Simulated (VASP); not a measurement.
A run of VASP 6.6.1 is set up as follows.

The input INCAR:

```
SYSTEM = Zn
  PREC = Accurate
  ENCUT = 520
  EDIFF = 1E-7
  ISMEAR = -1
  SIGMA = 0.1
  LREAL = .FALSE.
  LASPH = .TRUE.
  NELM = 60
  ALGO = Normal
  ISIF = 2
  LWAVE = .FALSE.
  LCHARG = .FALSE.
  GGA = PE
  NBANDS = 12
```

KPOINTS

```
regular mesh
0
G
  15 15 15
  0 0 0
```

File POSCAR:

```
Zn
1.0
    2.5385937996      0.0000000000      0.0000000000
    0.0000000000      2.5385937996      0.0000000000
    0.0000000000      0.0000000000      2.5385937996
Zn
1
Direct
    0.0000000000      0.0000000000      0.0000000000
```

Potentials or basis: VASP PAW PBE potentials, release 64 (Zn).

Launch:

```bash
$ cat potpaw_PBE.64/Zn/POTCAR > POTCAR
$ mpirun -np 1 vasp_std > vasp.out
```

Q: Predict the pressure.

A: 7.0 GPa.

Q: Estimate the band gap on the k mesh.

A: Zero (band 6 reaches 7.63 eV, above the bottom of band 7 at 0.29 eV).
